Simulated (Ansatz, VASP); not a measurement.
SrPd5: VASP beside Ansatz

```
Sr Pd
1.0
     5.38300    0.00000    0.00000
    -2.69150    4.66181    0.00000
     0.00000    0.00000    4.39200
Sr Pd
1 5
Direct
  0.00000 0.00000 0.00000
  0.33333 0.66667 0.00000
  0.66667 0.33333 0.00000
  0.50000 0.00000 0.50000
  0.50000 0.50000 0.50000
  0.00000 0.50000 0.50000
```

Alike in both runs: task single point; functional LDA; k mesh 3 × 3 × 3; no spin polarisation.

|  | VASP | Ansatz |
| --- | --- | --- |
| version | VASP 6.6.1 | Ansatz 0.2.0 |
| potentials or method | VASP PAW LDA potentials, release 64 (Sr_sv, Pd) | plane waves, PAW |
| plane-wave cutoff (eV) | 520 | 420 |
| occupations | fermi-dirac, width 0.1 eV | fermi-dirac |
| valence electrons in the cell | 60 | 100 |

Ansatz gave:

| Item | Value |
| --- | --- |
| pressure (GPa) | -6.8 |
| traceless stress, the component that is largest in VASP (GPa) | -2.41 |

Which values does VASP return?

Pressure (GPa): -6.5; traceless stress, the component that is largest in VASP (GPa): -2.45.

LDA's correlation is that of Perdew and Zunger in VASP and of Perdew and Wang (1992) in Ansatz. VASP's potentials hold 60 valence electrons a cell and Ansatz's 100, so a difference there can come from the potentials and not from the codes.

The k mesh is coarse, so the values compare programs but aren't converged.
